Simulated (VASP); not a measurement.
**BaTiO3: single point with r2SCAN**

Crystal: BaTiO3.

```
Ba Ti O
1.0
     3.99397    0.00000    0.00000
     0.00000    3.99397    0.00000
     0.00000    0.00000    3.99410
Ba Ti O
1 1 3
Cartesian
  0.0000 0.0000 0.0000
  2.0637 1.9970 1.9971
  1.9970 1.9970 0.0000
  1.9970 0.0000 1.9971
  0.0000 1.9970 1.9971
```

This cell differs from its parent crystal: atom 2 (Ti) moved +0.067 Å along Cartesian [1 0 0].

```yaml
Program: VASP 6.6.1
Task: single point
Functional: r2SCAN
Potentials_or_basis: VASP PAW PBE potentials, release 64 (Ba_sv, Ti_sv, O)
Cutoff: 520 eV
k_mesh: 8 × 8 × 8
Occupations: gaussian, width 0.05 eV
Spin: no spin polarisation
```

The pressure is 2.3 GPa and the largest force is 0.296 eV/Å. The band gap on the k mesh is 2.16 eV (least direct gap 2.36 eV).

Forces in eV/Å, atoms in the order of the input:
```
Ba   0.252  0.000  0.000
Ti  -0.081  0.000  0.000
O    0.062  0.000  0.000
O    0.062  0.000  0.000
O   -0.296  0.000  0.000
```

Stress tensor (GPa, compression positive):
```
2.64 0.00 0.00
0.00 2.07 0.00
0.00 0.00 2.07
```

Levels at points of the mesh, in eV from the valence-band top:
```csv
k point,band 18,band 19,band 20,band 21,band 22,band 23
"(0.00, 0.00, 0.00)",-0.21,-0.21,-0.21,2.16,2.23,2.23
"(0.50, 0.00, 0.00)",-1.88,-0.75,-0.75,2.31,3.92,3.92
"(0.00, 0.50, 0.00)",-1.76,-0.83,-0.80,2.39,3.88,3.90
"(0.50, 0.50, 0.00)",-0.89,-0.88,-0.12,3.90,3.93,4.35
"(0.00, 0.00, 0.50)",-1.76,-0.83,-0.80,2.39,3.88,3.90
"(0.50, 0.00, 0.50)",-0.89,-0.88,-0.12,3.90,3.93,4.35
"(0.00, 0.50, 0.50)",-0.94,-0.94,-0.09,3.91,3.91,4.34
"(0.50, 0.50, 0.50)",-0.03,-0.03,0.00,4.58,4.59,4.59
```

Wall time 19 min on 1 thread of Oxide Virtual Turin-like Processor (shared host), peak memory 0.3 GiB.

Caveat: the cell differs from its parent crystal (atom 2 (Ti) moved +0.067 Å along Cartesian [1 0 0]); the PAW data sets were made with another functional, which shifts forces and pressure a little; spin-orbit coupling is left out, which moves the levels of the heavy elements. A k mesh can miss the band edges.
